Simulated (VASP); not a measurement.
Runs of VASP 6.6.1 on MgO. The structure is that of space group Fm-3m (No. 225), or close to it. The cells are those of the table. 

```tsv
cell	gap on the mesh (eV)	pressure (GPa)	largest force (eV/Å)
a = 2.906 Å, angles 60.0°, 2 atoms	(b)	13.5	-
a = 3.030 Å, angles 60.0°, 2 atoms	(a)	-7.7	-
a = 3.055 Å, angles 60.0°, 2 atoms	3.93	-10.3	0.26
a = 2.956 Å, angles 60.0°, 2 atoms	4.86	4.0	0.41
a = 2.931 Å, angles 60.0°, 2 atoms	5.12	8.3	-
a = 3.005 Å, angles 60.0°, 2 atoms	4.38	-4.0	0.33
```

Alike in all rows: task single point; level PBEsol; potentials or basis VASP PAW PBE potentials, release 64 (Mg, O); no spin polarisation; k mesh 10 × 10 × 10; cutoff (eV) 520; smearing gaussian 0.05 eV.

**Question.** Fill in the values left out.

**Answer.** (a) 4.15; (b) 5.38.

Caveats: the PAW data sets were made with another functional, which shifts forces and pressure a little.

